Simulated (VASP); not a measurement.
# TaN (Fm-3m) in VASP: settings compared

The runs below take TaN through relaxation of cell and atoms, with PBEsol+D3(BJ), PBEsol+D4, RPBE+D3(BJ).

All numbers are computed with VASP 6.6.1; they aren't measurements. Logs are shortened: lines on timing, memory, paths and dates and some standing lists are left out, and cuts for length are marked.

## Step 1: The cell of the first run

Symmetry: Fm-3m, No. 225, cubic system. The conventional cell has a = 4.423 Å, b = 4.423 Å, c = 4.423 Å, α = 90.00°, β = 90.00°, γ = 90.00°. Within 2.9 Å of Ta (site symmetry m-3m) lie 6 N at 2.21 Å. N (site symmetry m-3m) has 6 Ta at 2.21 Å within 2.9 Å.

## Step 2: Relaxation of cell and atoms, PBEsol+D3(BJ)

Input file INCAR:

```
ALGO = Normal ; EDIFF = 1E-7
EDIFFG = -0.01 ; ENCUT = 600
GGA = PS ; IBRION = 2
ISIF = 3 ; ISMEAR = -1
IVDW = 12 ; LASPH = T
LCHARG = F ; LREAL = F
LWAVE = F ; NELM = 80
NSW = 60 ; PREC = Accurate
SIGMA = 0.05
```

Input file KPOINTS:

```
k-points
0
Gamma
  10 10 10
```

Input file POSCAR:

```
TaN
1.0
    0.0000000000      2.2113230000      2.2113230000
    2.2113230000      0.0000000000      2.2113230000
    2.2113230000      2.2113230000      0.0000000000
Ta N
1 1
Direct
    0.5000000000      0.5000000000      0.5000000000
    0.0000000000      0.0000000000      0.0000000000
```

Potentials or basis: VASP PAW PBE potentials, release 64 (Ta_pv, N).

Run with:

```
$ cat potpaw_PBE.64/Ta_pv/POTCAR potpaw_PBE.64/N/POTCAR > POTCAR
$ mpirun -np 1 vasp_std > vasp.out
```

OUTCAR:

```text
EDIFF = 1E-7
   EDIFFG = -0.01
   ENCUT = 600
   GGA = PS
   IBRION = 2
   ISIF = 3
   ISMEAR = -1
   IVDW = 12
   LASPH = T
   LREAL = F
   NELM = 80
   NSW = 60
   PREC = Accurate
 IVDW          = 12

 ion  position               nearest neighbor table
   1  0.500  0.500  0.500-   2 2.21   2 2.21   2 2.21   2 2.21   2 2.21   2 2.21
   2  0.000  0.000  0.000-   1 2.21   1 2.21   1 2.21   1 2.21   1 2.21   1 2.21

  LATTYP: Found a face centered cubic cell.
 ALAT       =     4.4226460000

  Lattice vectors:

 A1 = (   0.0000000000,   2.2113230000,   2.2113230000)
 A2 = (   2.2113230000,   0.0000000000,   2.2113230000)
 A3 = (   2.2113230000,   2.2113230000,   0.0000000000)

Analysis of symmetry for initial positions (statically):
=====================================================================
 Subroutine PRICEL returns:
 Original cell was already a primitive cell.

 Routine SETGRP: Setting up the symmetry group for a
 face centered cubic supercell.

 Subroutine GETGRP returns: Found 48 space group operations
 (whereof 48 operations were pure point group operations)
 out of a pool of 48 trial point group operations.

The static configuration has the point symmetry O_h .

Analysis of symmetry for dynamics (positions and initial velocities):
=====================================================================
 Subroutine PRICEL returns:
 Original cell was already a primitive cell.

 Routine SETGRP: Setting up the symmetry group for a
 face centered cubic supercell.

 Subroutine GETGRP returns: Found 48 space group operations
 (whereof 48 operations were pure point group operations)
 out of a pool of 48 trial point group operations.

The dynamic configuration has the point symmetry O_h .

 Subroutine INISYM returns: Found 48 space group operations
 (whereof 48 operations are pure point group operations),
 and found     1 'primitive' translations

----------------------------------------------------------------------------------------

                                     Primitive cell

  volume of cell :      21.6265

  direct lattice vectors                    reciprocal lattice vectors
     0.000000000  2.211323000  2.211323000    -0.226108985  0.226108985  0.226108985
     2.211323000  0.000000000  2.211323000     0.226108985 -0.226108985  0.226108985
     2.211323000  2.211323000  0.000000000     0.226108985  0.226108985 -0.226108985

  length of vectors
     3.127282977  3.127282977  3.127282977     0.391632251  0.391632251  0.391632251

  position of ions in fractional coordinates (direct lattice)
     0.500000000  0.500000000  0.500000000
     0.000000000  0.000000000  0.000000000

  ion indices of the primitive-cell ions
   primitive index   ion index
                 1           1
                 2           2

----------------------------------------------------------------------------------------

 KPOINTS: k-points

Automatic generation of k-mesh.
 Grid dimensions read from file:
 generate k-points for:   10   10   10

 Generating k-lattice:

  Cartesian coordinates                     Fractional coordinates (reciprocal lattice)
    -0.022610899  0.022610899  0.022610899     0.100000000  0.000000000  0.000000000
     0.022610899 -0.022610899  0.022610899     0.000000000  0.100000000  0.000000000
     0.022610899  0.022610899 -0.022610899     0.000000000  0.000000000  0.100000000

  Length of vectors
     0.039163225  0.039163225  0.039163225

  Shift w.r.t. Gamma in fractional coordinates (k-lattice)
     0.000000000  0.000000000  0.000000000

 Subroutine IBZKPT returns following result:
 ===========================================

 Found     47 irreducible k-points:

 Following reciprocal coordinates:
            Coordinates               Weight
  0.000000  0.000000  0.000000      1.000000
  0.100000  0.000000  0.000000      8.000000
  0.200000  0.000000  0.000000      8.000000
  0.300000  0.000000  0.000000      8.000000
  0.400000  0.000000  0.000000      8.000000
  0.500000  0.000000  0.000000      4.000000
[... 16 lines left out ...]
  0.300000  0.300000  0.000000      6.000000
  0.400000  0.300000  0.000000     24.000000
 [... further k-points ...]
   k-points           NKPTS =     47   k-points in BZ     NKDIM =     47   number of bands    NBANDS=     12
   number of dos      NEDOS =    301   number of ions     NIONS =      2
   total plane-waves  NPLWV =  21952
   dimension x,y,z NGX =    28 NGY =   28 NGZ =   28
   dimension x,y,z NGXF=    56 NGYF=   56 NGZF=   56
   ions per type =               1   1
   NGX,Y,Z   is equivalent  to a cutoff of  14.88, 14.88, 14.88 a.u.
   NGXF,Y,Z  is equivalent  to a cutoff of  29.77, 29.77, 29.77 a.u.
 SYSTEM =  unknown system
   PREC   = accura    normal or accurate (medium, high low for compatibility)
   ISTART =      0    job   : 0-new  1-cont  2-samecut
   ICHARG =      2    charge: 1-file 2-atom 10-const
   ISPIN  =      1    spin polarized calculation?
[... 69 lines left out ...]

 VOLUME and BASIS-vectors are now :
 -----------------------------------------------------------------------------
  energy-cutoff  :      600.00
  volume of cell :       21.63
      direct lattice vectors                 reciprocal lattice vectors
     0.000000000  2.211323000  2.211323000    -0.226108985  0.226108985  0.226108985
     2.211323000  0.000000000  2.211323000     0.226108985 -0.226108985  0.226108985
     2.211323000  2.211323000  0.000000000     0.226108985  0.226108985 -0.226108985

 POSITION                                       TOTAL-FORCE (eV/Angst)
 -----------------------------------------------------------------------------------
      2.21132      2.21132      2.21132         0.000000     -0.000000     -0.000000
      0.00000      0.00000      0.00000         0.000000      0.000000      0.000000
 -----------------------------------------------------------------------------------
    total drift:                                0.000000      0.000000      0.000000

  FREE ENERGIE OF THE ION-ELECTRON SYSTEM (eV)
  ---------------------------------------------------
  free  energy   TOTEN  =       -24.1266041012 eV

  energy  without entropy=      -24.1204288807  energy(sigma->0) =      -24.12351649

--------------------------------------- Ionic step        2  -------------------------------------------

 number of electron      16.0000001 magnetization

 E-fermi :  11.1982     XC(G=0): -14.4470

 val. band max:       11.0769075109   @ k =  -0.2000   0.2000   0.0000
 cond. band min:      11.2308496041   @ k =   0.0000   0.0000   0.0000
 fundamental gap:      0.1539420932
 Fermi energy:        11.1982332474

 k-point     1 :       0.0000    0.0000    0.0000
  band No.  band energies     occupation
      1     -24.2356      2.00000
      2     -24.2356      2.00000
      3     -24.2356      2.00000
      4      -8.8877      2.00000
      5       6.9714      2.00000
      6       6.9714      2.00000
      7       6.9714      2.00000
      8       8.5713      2.00000
      9       8.5713      2.00000
     10       8.5713      2.00000
     11      11.2308      0.68493
     12      11.2308      0.68493

 k-point     2 :       0.1000    0.0000    0.0000
  band No.  band energies     occupation
      1     -24.3979      2.00000
      2     -24.2485      2.00000
      3     -24.2485      2.00000
      4      -8.5554      2.00000
      5       5.7125      2.00000
      6       6.0276      2.00000
      7       6.0276      2.00000
      8       9.0143      2.00000
      9       9.0143      2.00000
     10       9.1597      2.00000
     11      12.3851      0.00000
     12      12.3851      0.00000
[... 396 lines left out ...]
 POSITION                                       TOTAL-FORCE (eV/Angst)
 -----------------------------------------------------------------------------------
      2.17635      2.17635      2.17635         0.000000      0.000000     -0.000000
      0.00000      0.00000      0.00000        -0.000000     -0.000000      0.000000
 -----------------------------------------------------------------------------------
    total drift:                                0.000000      0.000000      0.000000

  FREE ENERGIE OF THE ION-ELECTRON SYSTEM (eV)
  ---------------------------------------------------
  free  energy   TOTEN  =       -24.1845960733 eV

  energy  without entropy=      -24.1788037514  energy(sigma->0) =      -24.18169991

--------------------------------------- Ionic step        4  -------------------------------------------

 number of electron      16.0000001 magnetization

 Free energy of the ion-electron system (eV)
  ---------------------------------------------------
  ext. energy  EPLUGINS =         0.00000000
  ---------------------------------------------------
  free energy    TOTEN  =       -23.22142287 eV

  energy without entropy =      -23.21564387  energy(sigma->0) =      -23.21853337

 E-fermi :   9.7761     XC(G=0): -13.7709

 val. band max:        9.6848799671   @ k =  -0.2000   0.2000   0.0000
 cond. band min:       9.7784186177   @ k =   0.0000   0.0000   0.0000
 fundamental gap:      0.0935386507
 Fermi energy:         9.7760967686

 k-point     1 :       0.0000    0.0000    0.0000
  band No.  band energies     occupation
      1     -25.9031      2.00000
      2     -25.9031      2.00000
      3     -25.9031      2.00000
      4      -9.3204      2.00000
      5       5.8753      2.00000
      6       5.8753      2.00000
      7       5.8753      2.00000
      8       7.5233      2.00000
      9       7.5233      2.00000
     10       7.5233      2.00000
     11       9.7784      0.97679
     12       9.7784      0.97678

 k-point     2 :       0.1000    0.0000    0.0000
  band No.  band energies     occupation
      1     -26.0041      2.00000
      2     -25.9121      2.00000
      3     -25.9121      2.00000
      4      -9.0608      2.00000
      5       4.7266      2.00000
      6       5.0769      2.00000
      7       5.0769      2.00000
      8       7.9018      2.00000
      9       7.9018      2.00000
     10       7.9953      2.00000
     11      10.7568      0.00000
     12      10.7568      0.00000
[... 356 lines left out ...]
 POSITION                                       TOTAL-FORCE (eV/Angst)
 -----------------------------------------------------------------------------------
      2.17502      2.17502      2.17502        -0.000000      0.000000     -0.000000
      2.17502      0.00000      2.17502         0.000000     -0.000000      0.000000
 -----------------------------------------------------------------------------------
    total drift:                                0.000000      0.000000      0.000000

  FREE ENERGIE OF THE ION-ELECTRON SYSTEM (eV)
  ---------------------------------------------------
  free  energy   TOTEN  =       -24.1847083996 eV

  energy  without entropy=      -24.1789293948  energy(sigma->0) =      -24.18181890

 reached required accuracy - stopping structural energy minimisation
```

It took 49 s on 1 thread of Intel Xeon Platinum 8259CL at 2.50GHz (Skylake/Cascade Lake), shared host; peak memory 0.18 GiB.

Results:

```yaml
Free_energy: -24.1847 eV
Relaxed_volume: 10.29 Å³/atom
Relaxed_cell: a = 3.076 Å, b = 3.076 Å, c = 3.076 Å, α = 60.00°, β = 60.00°, γ = 60.00°
Space_group_after_relaxing_to_0.05_Å: Fm-3m (No. 225)
Energy_gained_by_relaxing: 29.1 meV/atom
Ionic_steps: 4
Pressure_after_relaxing: -0.1 GPa
Band_gap_on_the_k_mesh: zero (band 8 reaches 11.76 eV, above the bottom of band 9 at 7.52 eV)
Dispersion_energy_per_atom: -0.482 eV
```

Step by step:
```
step  energy change (eV)  largest force (eV/Å)  pressure (GPa)  volume (Å³)
   1              0.0000                0.0000          -16.85        21.63
   2              0.3213                0.0000           58.57        18.26
   3             -0.0580                0.0000           -0.81        20.62
   4             -0.0581                0.0000           -0.13        20.58
```

Final structure:
```
Ta N
1.0
     0.00000    2.17502    2.17502
     2.17502    0.00000    2.17502
     2.17502    2.17502    0.00000
Ta N
1 1
Direct
  0.50000 0.50000 0.50000
  0.00000 0.00000 0.00000
```

Caveat: the PAW data sets were made with another functional, which shifts forces and pressure a little; spin-orbit coupling is left out, which moves the levels of the heavy elements; pairwise dispersion overbinds metals, which lowers pressure and volume.

## Step 3: Relaxation of cell and atoms, PBEsol+D4

Input file INCAR:

```
SYSTEM = TaN
PREC = Accurate
ENCUT = 600
EDIFF = 1E-7
ISMEAR = -1
SIGMA = 0.05
LREAL = .FALSE.
LASPH = .TRUE.
NELM = 100
ALGO = Normal
ISIF = 3
LWAVE = .FALSE.
LCHARG = .FALSE.
GGA = PS
IVDW = 13
IBRION = 2
NSW = 60
EDIFFG = -0.01
```

Input file KPOINTS:

```
Automatic mesh
0
G
  10 10 10
  0 0 0
```

POSCAR is that of step 2.

Potentials or basis: VASP PAW PBE potentials, release 64 (Ta_pv, N).

Run with:

```
$ cat potpaw_PBE.64/Ta_pv/POTCAR potpaw_PBE.64/N/POTCAR > POTCAR
$ mpirun -np 1 vasp_std > vasp.out
```

Wall time 55 s (1 thread of Intel Xeon Platinum 8259CL at 2.50GHz (Skylake/Cascade Lake), shared host); peak memory 0.18 GiB.

The run converged. Its results:

- Free energy: -23.6035 eV
- Relaxed volume: 10.41 Å³/atom
- Relaxed cell: a = 3.088 Å, b = 3.088 Å, c = 3.088 Å, α = 60.00°, β = 60.00°, γ = 60.00°
- Space group after relaxing (to 0.05 Å): Fm-3m (No. 225)
- Energy gained by relaxing: 16.8 meV/atom
- Ionic steps: 4
- Pressure after relaxing: 0.0 GPa
- Dispersion energy per atom: -0.187 eV

Step by step:
```tsv
step	energy change (eV)	largest force (eV/Å)	pressure (GPa)	volume (Å³)
1	0.0000	0.0000	-12.79	21.63
2	0.1696	0.0000	39.82	19.04
3	-0.0335	0.0000	-0.37	20.84
4	-0.0335	0.0000	-0.05	20.82
```

Final structure:
```cif
data_structure
_symmetry_space_group_name_H-M 'P 1'
_symmetry_Int_Tables_number 1
_cell_length_a 3.0879
_cell_length_b 3.0879
_cell_length_c 3.0879
_cell_angle_alpha 60.000
_cell_angle_beta 60.000
_cell_angle_gamma 60.000
_cell_volume 20.82
loop_
_atom_site_label
_atom_site_type_symbol
_atom_site_fract_x
_atom_site_fract_y
_atom_site_fract_z
_atom_site_occupancy
Ta1 Ta 0.50000 0.50000 0.50000 1
N1 N 0.00000 0.00000 0.00000 1
```

Levels at points of the mesh, in eV from the Fermi level:
```tsv
k point	band 5	band 6	band 7	band 8	band 9	band 10	band 11	band 12
(0.00, 0.00, 0.00)	-3.87	-3.87	-3.87	-2.22	-2.22	-2.22	0.00	0.00
(0.50, 0.00, 0.00)	-10.60	-7.76	-7.76	1.94	1.94	2.05	3.85	7.76
(0.50, 0.50, 0.00)	-6.69	-5.68	-4.68	-4.68	2.13	3.65	3.65	4.76
```

Caveat: the bands computed are all filled at some k points, so no gap is given; the PAW data sets were made with another functional, which shifts forces and pressure a little; spin-orbit coupling is left out, which moves the levels of the heavy elements.

## Step 4: Relaxation of cell and atoms, RPBE+D3(BJ)

Input file INCAR:

```
PREC = Accurate
ENCUT = 600
EDIFF = 1E-6
ISMEAR = -1
SIGMA = 0.05
LREAL = False
LASPH = True
NELM = 80
ALGO = Normal
ISIF = 3
LWAVE = False
LCHARG = False
GGA = RP
IVDW = 12
IBRION = 2
NSW = 60
EDIFFG = -0.01
```

Input file KPOINTS:

```
regular mesh
0
Gamma
  10 10 10
```

POSCAR is that of step 3.

Run with:

```
$ cat potpaw_PBE.64/Ta_pv/POTCAR potpaw_PBE.64/N/POTCAR > POTCAR
$ mpirun -np 1 vasp_std > vasp.out
```

Run time: 82 s. Hardware: 1 thread of Intel Xeon Platinum 8259CL at 2.50GHz (Skylake/Cascade Lake), shared host; peak memory 0.19 GiB.

It converged, with:

```
Free energy                            : -26.7481 eV
Relaxed volume                         : 9.67 Å³/atom
Relaxed cell                           : a = 3.013 Å, b = 3.013 Å, c = 3.013 Å, α = 60.00°, β = 60.00°, γ = 60.00°
Space group after relaxing (to 0.05 Å) : Fm-3m (No. 225)
Energy gained by relaxing              : 155.0 meV/atom
Ionic steps                            : 5
Pressure after relaxing                : 0.0 GPa
Band gap on the k mesh                 : zero (band 8 reaches 12.97 eV, above the bottom of band 9 at 8.37 eV)
Dispersion energy per atom             : -3.157 eV
```

Step by step:
```
step  energy change (eV)  largest force (eV/Å)  pressure (GPa)  volume (Å³)
   1              0.0000                0.0000          -39.46        21.63
   2              2.7661                0.0000          254.35        14.32
   3             -0.3054                0.0000           -5.72        19.60
   4             -0.3096                0.0000           -1.85        19.43
   5             -0.3101                0.0000            0.01        19.35
```

Final structure:
```
Ta N
1.0
     0.00000    2.13067    2.13067
     2.13067    0.00000    2.13067
     2.13067    2.13067    0.00000
Ta N
1 1
Direct
  0.50000 0.50000 0.50000
  0.00000 0.00000 0.00000
```

Levels at points of the mesh, in eV from the Fermi level:
```
           k point  band 5  band 6  band 7  band 8  band 9  band 10  band 11  band 12
(0.00, 0.00, 0.00)   -4.13   -4.13   -4.13   -2.41   -2.41    -2.41     0.06     0.06
(0.50, 0.00, 0.00)  -11.21   -8.32   -8.32    2.19    2.19     2.29     4.09     8.58
(0.50, 0.50, 0.00)   -6.85   -6.18   -4.88   -4.88    2.42     4.08     4.08     5.56
```

Caveat: the PAW data sets were made with another functional, which shifts forces and pressure a little; spin-orbit coupling is left out, which moves the levels of the heavy elements; pairwise dispersion overbinds metals, which lowers pressure and volume.

## Step 5: Summary

```csv
level,gap on the mesh (eV),pressure (GPa),relaxed volume (Å³/atom)
PBEsol+D3(BJ),none,-0.1,10.29
PBEsol+D4,-,0.0,10.41
RPBE+D3(BJ),none,0.0,9.67
```

Alike in all rows: task relaxation of cell and atoms; potentials or basis VASP PAW PBE potentials, release 64 (Ta_pv, N); no spin polarisation; cell relaxed; k mesh 10 × 10 × 10; cutoff (eV) 600; smearing fermi-dirac 0.05 eV.

Caveats: the PAW data sets were made with another functional, which shifts forces and pressure a little; spin-orbit coupling is left out, which moves the levels of the heavy elements; pairwise dispersion overbinds metals, which lowers pressure and volume (some runs); the bands computed are all filled at some k points, so no gap is given (some runs).

Absolute energies hang on the potentials; compare differences alone.
